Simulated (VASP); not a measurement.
# W8C8F in VASP: single point with PBE

Aim: the single point of W8C8F with PBE.

Everything below comes from runs of VASP 6.6.1. Logs are shortened: lines on timing, memory, paths and dates and some standing lists are left out, and cuts for length are marked.

## 1. The cell of the first run

The cell holds a slab with vacuum, 17 atoms: a = 5.678 Å, b = 5.678 Å, c = 15.183 Å, α = 90.00°, β = 90.00°, γ = 120.00°.

## 2. Single point, PBE

Input file INCAR:

```
SYSTEM = W8C8F
PREC = Accurate
ENCUT = 520
EDIFF = 1E-6
ISMEAR = 0
SIGMA = 0.1
LREAL = Auto
LASPH = .TRUE.
NELM = 100
ALGO = Normal
ISIF = 2
LWAVE = .FALSE.
LCHARG = .TRUE.
GGA = PE
LELF = .TRUE.
LVHAR = .TRUE.
NBANDS = 90
```

Input file KPOINTS:

```
Automatic mesh
0
G
  4 4 1
  0 0 0
```

Input file POSCAR:

```
W8C8F
1.0
    5.6779000000      0.0000000000      0.0000000000
   -2.8389500000      4.9172060000      0.0000000000
    0.0000000000      0.0000000000     15.1826300000
W C F
8 8 1
Direct
    0.0000000000      0.0000000000      0.0658646756
    0.0000769082     -0.0046768429      0.2565018050
    0.0000000000      0.5000000000      0.0658646756
   -0.0011304324      0.4928302780      0.2567643419
    0.5000000000      0.0000000000      0.0658646756
    0.4997657575     -0.0083161047      0.2596974306
    0.5000000000      0.5000000000      0.0658646756
    0.5040075102      0.4923694472      0.2530155184
    0.3334863602      0.1627782119      0.1539040996
    0.3345079518      0.1620249386      0.3318563385
    0.3340324063      0.6654018563      0.1557629344
    0.3271896649      0.6268110386      0.3433312279
    0.8311125130      0.1643321431      0.1551567153
    0.8329509887      0.1624225221      0.3341340071
    0.8360429921      0.6670961111      0.1529958248
    0.8292849423      0.6566621370      0.3312239711
    0.3266216281      0.5312305403      0.4254065337
```

Potentials or basis: VASP PAW PBE potentials, release 64 (W_sv, C, F).

Launch:

```bash
$ cat potpaw_PBE.64/W_sv/POTCAR potpaw_PBE.64/C/POTCAR potpaw_PBE.64/F/POTCAR > POTCAR
$ mpirun -np 1 vasp_std > vasp.out
```

OUTCAR:

```text
SYSTEM = W8C8F
   PREC = Accurate
   ENCUT = 520
   EDIFF = 1E-6
   ISMEAR = 0
   LREAL = Auto
   LASPH = .TRUE.
   NELM = 100
   ISIF = 2
   GGA = PE

 ion  position               nearest neighbor table
   1  0.000  0.000  0.066-  15 2.10   9 2.12  13 2.13   5 2.84   5 2.84   3 2.84   3 2.84   7 2.84
                             7 2.84   2 2.89
   2  0.000  0.995  0.257-  10 2.00  16 2.01  14 2.02  15 2.25   9 2.26  13 2.26   4 2.83   6 2.83
                             8 2.84   8 2.84   6 2.85   4 2.85   1 2.89
   3  0.000  0.500  0.066-  15 2.10  11 2.14  13 2.14   7 2.84   7 2.84   5 2.84   1 2.84   1 2.84
                             5 2.84   4 2.90
   4  0.999  0.493  0.257-  16 1.99  14 2.00  12 2.09  13 2.23  11 2.25  15 2.29   8 2.81   2 2.83
                             6 2.84   6 2.84   2 2.85   8 2.87   3 2.90
   5  0.500  0.000  0.066-   9 2.10  13 2.12  11 2.14   1 2.84   1 2.84   3 2.84   7 2.84   7 2.84
                             3 2.84   6 2.94
   6  0.500  0.992  0.260-  10 1.98  14 1.99  12 2.20  11 2.25  13 2.27   9 2.31   2 2.83   8 2.83
                             4 2.84   4 2.84   2 2.85   8 2.85   5 2.94
   7  0.500  0.500  0.066-  15 2.12  11 2.13   9 2.13   3 2.84   3 2.84   1 2.84   5 2.84   5 2.84
                             1 2.84   8 2.84
   8  0.504  0.492  0.253-  16 1.99  10 2.02  12 2.06   9 2.21  15 2.23  11 2.24   4 2.81   6 2.83
                             2 2.84   7 2.84   2 2.84   6 2.85   4 2.87
   9  0.333  0.163  0.154-   5 2.10   1 2.12   7 2.13   8 2.21   2 2.26   6 2.31
  10  0.335  0.162  0.332-   6 1.98   2 2.00   8 2.02
  11  0.334  0.665  0.156-   7 2.13   3 2.14   5 2.14   8 2.24   6 2.25   4 2.25
  12  0.327  0.627  0.343-  17 1.36   8 2.06   4 2.09   6 2.20
  13  0.831  0.164  0.155-   5 2.12   1 2.13   3 2.14   4 2.23   2 2.26   6 2.27
  14  0.833  0.162  0.334-   6 1.99   4 2.00   2 2.02
  15  0.836  0.667  0.153-   3 2.10   1 2.10   7 2.12   8 2.23   2 2.25   4 2.29
  16  0.829  0.657  0.331-   4 1.99   8 1.99   2 2.01
  17  0.327  0.531  0.425-  12 1.36

  LATTYP: Found a hexagonal cell.
 ALAT       =     5.6779000000
 C/A-ratio  =     2.6739868613

  Lattice vectors:

 A1 = (   5.6779000000,   0.0000000000,   0.0000000000)
 A2 = (  -2.8389500000,   4.9172060000,   0.0000000000)
 A3 = (   0.0000000000,   0.0000000000,  15.1826300000)

Analysis of symmetry for initial positions (statically):
=====================================================================
 Subroutine PRICEL returns:
 Original cell was already a primitive cell.

 Routine SETGRP: Setting up the symmetry group for a
 hexagonal supercell.

 Subroutine GETGRP returns: Found  1 space group operations
 (whereof  1 operations were pure point group operations)
 out of a pool of 24 trial point group operations.

The static configuration has the point symmetry C_1 .

Analysis of symmetry for dynamics (positions and initial velocities):
=====================================================================
 Subroutine PRICEL returns:
 Original cell was already a primitive cell.

 Routine SETGRP: Setting up the symmetry group for a
 hexagonal supercell.

 Subroutine GETGRP returns: Found  1 space group operations
 (whereof  1 operations were pure point group operations)
 out of a pool of 24 trial point group operations.

The dynamic configuration has the point symmetry C_1 .

 Subroutine INISYM returns: Found  1 space group operations
 (whereof  1 operations are pure point group operations),
 and found     1 'primitive' translations

----------------------------------------------------------------------------------------

                                     Primitive cell

  volume of cell :     423.8900

  direct lattice vectors                    reciprocal lattice vectors
     5.677900000  0.000000000  0.000000000     0.176121453  0.101683761  0.000000000
    -2.838950000  4.917206000  0.000000000     0.000000000  0.203367522  0.000000000
     0.000000000  0.000000000 15.182630000     0.000000000  0.000000000  0.065864741

  length of vectors
     5.677900000  5.677900312 15.182630000     0.203367533  0.203367522  0.065864741

  position of ions in fractional coordinates (direct lattice)
     0.000000000  0.000000000  0.065864676
     0.000076908  0.995323157  0.256501805
     0.000000000  0.500000000  0.065864676
     0.998869568  0.492830278  0.256764342
     0.500000000  0.000000000  0.065864676
     0.499765758  0.991683895  0.259697431
[... 9 lines left out ...]
     0.829284942  0.656662137  0.331223971
     0.326621628  0.531230540  0.425406534

  ion indices of the primitive-cell ions
   primitive index   ion index
                 1           1
                 2           2
                 3           3
                 4           4
                 5           5
                 6           6
[... 9 lines left out ...]
                16          16
                17          17

----------------------------------------------------------------------------------------

 KPOINTS: Automatic mesh

Automatic generation of k-mesh.
 Grid dimensions read from file:
 generate k-points for:    4    4    1

 Generating k-lattice:

  Cartesian coordinates                     Fractional coordinates (reciprocal lattice)
     0.044030363  0.025420940  0.000000000     0.250000000  0.000000000  0.000000000
     0.000000000  0.050841881  0.000000000     0.000000000  0.250000000  0.000000000
     0.000000000  0.000000000  0.065864741     0.000000000  0.000000000  1.000000000

  Length of vectors
     0.050841883  0.050841881  0.065864741

  Shift w.r.t. Gamma in fractional coordinates (k-lattice)
     0.000000000  0.000000000  0.000000000

 Subroutine IBZKPT returns following result:
 ===========================================

 Found     10 irreducible k-points:

 Following reciprocal coordinates:
            Coordinates               Weight
  0.000000  0.000000  0.000000      1.000000
  0.250000  0.000000  0.000000      2.000000
  0.000000  0.250000  0.000000      2.000000
 -0.250000  0.250000  0.000000      2.000000
  0.500000  0.000000  0.000000      1.000000
  0.000000  0.500000  0.000000      1.000000
  0.500000  0.500000  0.000000      1.000000
  0.250000  0.250000  0.000000      2.000000
 -0.250000  0.500000  0.000000      2.000000
  0.500000  0.250000  0.000000      2.000000
   k-points           NKPTS =     10   k-points in BZ     NKDIM =     10   number of bands    NBANDS=     90
   number of dos      NEDOS =    301   number of ions     NIONS =     17
   total plane-waves  NPLWV = 211680
   dimension x,y,z NGX =    42 NGY =   42 NGZ =  120
   dimension x,y,z NGXF=    84 NGYF=   84 NGZF=  240
   ions per type =               8   8   1
   NGX,Y,Z   is equivalent  to a cutoff of  12.30, 12.30, 13.14 a.u.
   NGXF,Y,Z  is equivalent  to a cutoff of  24.59, 24.59, 26.28 a.u.
 SYSTEM =  W8C8F
   PREC   = accura    normal or accurate (medium, high low for compatibility)
   ISTART =      0    job   : 0-new  1-cont  2-samecut
   ICHARG =      2    charge: 1-file 2-atom 10-const
   ISPIN  =      1    spin polarized calculation?
   LNONCOLLINEAR =      F non collinear calculations
   LSORBIT =      F    spin-orbit coupling
   LASPH  =      T    aspherical Exc in radial PAW
   ENCUT  =  520.0 eV  38.22 Ry    6.18 a.u.  10.56 10.56 28.23*2*pi/ulx,y,z
   NELM   =    100;   NELMIN=  2; NELMDL= -5     # of ELM steps
   EDIFF  = 0.1E-05   stopping-criterion for ELM
   LREAL  =      T    real-space projection
   EDIFFG = 0.1E-04   stopping-criterion for IOM
   NSW    =      0    number of steps for IOM
   IBRION =     -1    ionic relax: 0-MD 1-quasi-New 2-CG
   NFREE  =      0    steps in history (QN), initial steepest desc. (CG)
   ISIF   =      2    stress and relaxation
   ISYM   =      2    0-nonsym 1-usesym 2-fastsym
   POTIM  = 0.5000    time-step for ionic-motion
   TEBEG  =    0.0;   TEEND  =   0.0 temperature during run
   PSTRESS=    0.0 pullay stress
   NELECT =     151.0000    total number of electrons
   NUPDOWN=      -1.0000    fix difference up-down
   EMIN   =  10.00;   EMAX   =-10.00  energy-range for DOS
   EFERMI =   0.00;   METHOD = LEGACY
   ISMEAR =     0;   SIGMA  =   0.10  broadening in eV -4-tet -1-fermi 0-gaus
   EFERMI_NEDOS =   21; number of points for ismear=-14 and -15
   IALGO  =     38    algorithm
   IMIX   =      4    mixing-type and parameters
     AMIX     =   0.40;   BMIX     =  1.00
     AMIX_MAG =   1.60;   BMIX_MAG =  1.00
  volume/ion in A,a.u.               =      24.93       168.27
  Fermi-wavevector in a.u.,A,eV,Ry     =   1.160511  2.193049 18.324147  1.346787
  Thomas-Fermi vector in A             =   2.297093
   LORBIT       =      0    0 simple, 1 ext, 2 COOP (PROOUT), +10 PAW based schemes
   GGA     = PE    functional components
   LHFCALC =     F    Hartree Fock is set to
   AEXX    =    0.0000 exact exchange contribution
   IVDW    =     0    specifies the selected vdW correction
   LEPSILON=     F    determine dielectric tensor
   LRPA    =     F    only Hartree local field effects (RPA)
 non-spin polarized calculation
 Gauss-broadening in eV      SIGMA  =   0.10
  energy-cutoff  :      520.00
  volume of cell :      423.89
 maximum number of plane-waves:     11469
   NGX = 21   NGY = 21   NGZ = 57

 number of electron     151.0000011 magnetization

 Free energy of the ion-electron system (eV)
  ---------------------------------------------------
  ext. energy  EPLUGINS =         0.00000000
  ---------------------------------------------------
  free energy    TOTEN  =      -166.08492240 eV

  energy without entropy =     -166.03889777  energy(sigma->0) =     -166.06191009

 E-fermi :   1.0477     XC(G=0):  -6.8143

 val. band max:        1.0306206103   @ k =   0.0000   0.2500   0.0000
 cond. band min:       1.0525268271   @ k =  -0.2500   0.2500   0.0000
 fundamental gap:      0.0219062168
 Fermi energy:         1.0476658058

 k-point     1 :       0.0000    0.0000    0.0000
  band No.  band energies     occupation
      1     -72.7207      2.00000
      2     -72.6678      2.00000
      3     -72.6540      2.00000
      4     -72.6389      2.00000
      5     -72.6315      2.00000
      6     -72.6131      2.00000
[... 79 lines left out ...]
     86       3.7721      0.00000
     87       4.7541      0.00000

 k-point     2 :       0.2500    0.0000    0.0000
  band No.  band energies     occupation
      1     -72.7101      2.00000
      2     -72.6610      2.00000
      3     -72.6588      2.00000
      4     -72.6394      2.00000
      5     -72.6356      2.00000
      6     -72.6189      2.00000
[... 709 lines left out ...]
     86       3.6729      0.00000
     87       3.7677      0.00000

 k-point    10 :       0.5000    0.2500    0.0000
  band No.  band energies     occupation
      1     -72.6938      2.00000
      2     -72.6656      2.00000
      3     -72.6560      2.00000
      4     -72.6463      2.00000
      5     -72.6337      2.00000
      6     -72.6260      2.00000
[... 79 lines left out ...]
     86       3.6909      0.00000
     87       3.7992      0.00000
 [bands above 87 left out]

------------------------ aborting loop because EDIFF is reached ----------------------------------------

  FORCE on cell =-STRESS in cart. coord.  units (eV):
  Direction    XX          YY          ZZ          XY          YZ          ZX
  --------------------------------------------------------------------------------------
  -------------------------------------------------------------------------------------
  Total       26.2312227     23.5694645      1.8318181     -0.4011584      4.7667996     -2.7389035
  in kB       99.1461756     89.0855257      6.9237246     -1.5162589     18.0170767    -10.3522359
  external PRESSURE =      65.0518086 kB  Pullay stress =       0.0000000 kB

 VOLUME and BASIS-vectors are now :
 -----------------------------------------------------------------------------
  energy-cutoff  :      520.00
  volume of cell :      423.89
      direct lattice vectors                 reciprocal lattice vectors
     5.677900000  0.000000000  0.000000000     0.176121453  0.101683761  0.000000000
    -2.838950000  4.917206000  0.000000000     0.000000000  0.203367522  0.000000000
     0.000000000  0.000000000 15.182630000     0.000000000  0.000000000  0.065864741

 POSITION                                       TOTAL-FORCE (eV/Angst)
 -----------------------------------------------------------------------------------
      0.00000      0.00000      1.00000         0.004455      0.010937     -0.194007
     -2.82524      4.89421      3.89437         0.044532     -0.089652     -0.015105
     -1.41948      2.45860      1.00000         0.191405     -0.140136      0.037531
      4.27236      2.42335      3.89836         0.049093     -0.077680     -0.031553
      2.83895      0.00000      1.00000         0.126123     -0.242063      0.204441
      0.02228      4.87631      3.94289         0.067719     -0.141325     -0.149208
[... 9 lines left out ...]
      2.84437      3.22894      5.02885         0.094242     -0.103422      0.158806
      0.34639      2.61217      6.45879        -0.792240      1.369739      0.461345
 -----------------------------------------------------------------------------------
    total drift:                               -0.001207     -0.013928     -0.005503

  FREE ENERGIE OF THE ION-ELECTRON SYSTEM (eV)
  ---------------------------------------------------
  free  energy   TOTEN  =      -166.0849224000 eV

  energy  without entropy=     -166.0388977701  energy(sigma->0) =     -166.06191009
```

Wall time 10 min (1 thread of Intel Xeon Platinum 8559C (Emerald Rapids), shared host); peak memory 0.58 GiB.

What came out:

* Free energy: -166.0849 eV
* Largest force: 1.648 eV/Å
* Band gap on the k mesh: zero (an odd number of electrons rules out a gap without spin polarisation)

Forces in eV/Å, atoms in the order of the input:
```
W    0.004  0.011 -0.194
W    0.045 -0.090 -0.015
W    0.191 -0.140  0.038
W    0.049 -0.078 -0.032
W    0.126 -0.242  0.204
W    0.068 -0.141 -0.149
W   -0.005 -0.091 -0.356
W    0.026 -0.139  0.044
C    0.003 -0.040 -0.029
C    0.231 -0.223  0.019
C    0.023 -0.058  0.026
C   -0.075  0.125 -0.229
C    0.028 -0.020 -0.028
C   -0.007 -0.111  0.051
C   -0.009 -0.029  0.031
C    0.094 -0.103  0.159
F   -0.792  1.370  0.461
```

Levels at points of the mesh, in eV from the Fermi level:
| k point | band 74 | band 75 | band 76 | band 77 | band 78 | band 79 |
| --- | --- | --- | --- | --- | --- | --- |
| (0.00, 0.00, 0.00) | 0.55 | 0.63 | 0.65 | 0.65 | 1.02 | 1.37 |
| (0.50, 0.00, 0.00) | -0.86 | -0.46 | -0.35 | 0.09 | 0.71 | 1.30 |
| (0.00, 0.50, 0.00) | -0.89 | -0.43 | -0.41 | -0.11 | 0.87 | 1.33 |
| (0.50, 0.50, 0.00) | -0.73 | -0.48 | -0.23 | -0.03 | 0.52 | 1.26 |

Caveat: there is no dipole correction, which matters where the two faces differ; spin-orbit coupling is left out, which moves the levels of the heavy elements; an odd number of electrons without spin polarisation forces a metal; a magnetic or distorted state may lie lower.

The gap in the log of VASP goes by the Fermi energy; the results here count the filled bands.